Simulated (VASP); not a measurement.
A run of VASP 6.6.1 is set up as follows.

INCAR

```
SYSTEM = SnBr4Cl
ALGO = Normal
EDIFF = 1E-6
ENCUT = 520
GGA = PE
ISIF = 2
ISMEAR = 0
LASPH = .TRUE.
LCHARG = .FALSE.
LREAL = .FALSE.
LWAVE = .FALSE.
NBANDS = 34
NELM = 100
PREC = Accurate
SIGMA = 0.1
```

File KPOINTS:

```
k-points
0
G
  4 4 4
  0 0 0
```

Contents of POSCAR:

```
SnBr4Cl
1.0
    0.0000000000      4.5085228000      4.5085228000
    4.5085228000      0.0000000000      4.5085228000
    4.5085228000      4.5085228000      0.0000000000
Sn Br Cl
1 4 1
Direct
    0.2500000000      0.2500000000      0.2500000000
    0.1240070500      0.6253309800      0.6253309800
    0.6253309800      0.1240070500      0.6253309800
    0.6253309800      0.6253309800      0.1240070500
    0.6253309800      0.6253309800      0.6253309800
    0.0000000000      0.0000000000      0.0000000000
```

Potentials or basis: VASP PAW PBE potentials, release 64 (Sn_d, Br, Cl).

Command:

```bash
$ cat potpaw_PBE.64/Sn_d/POTCAR potpaw_PBE.64/Br/POTCAR potpaw_PBE.64/Cl/POTCAR > POTCAR
$ mpirun -np 1 vasp_std > vasp.out
```

Question: Predict the pressure.

Answer: -2.5 GPa.

Question: Predict the band gap on the k mesh.

Answer: Zero (an odd number of electrons rules out a gap without spin polarisation).

Question: What does it give for the largest force?

Answer: 0.063 eV/Å.

Forces in eV/Å, atoms in the order of the input:
```
Sn   0.000  0.000  0.000
Br  -0.037  0.037  0.037
Br   0.037 -0.037  0.037
Br   0.037  0.037 -0.037
Br  -0.037 -0.037 -0.037
Cl   0.000  0.000  0.000
```

Caveat: spin-orbit coupling is left out, which moves the levels of the heavy elements; an odd number of electrons without spin polarisation forces a metal; a magnetic or distorted state may lie lower.
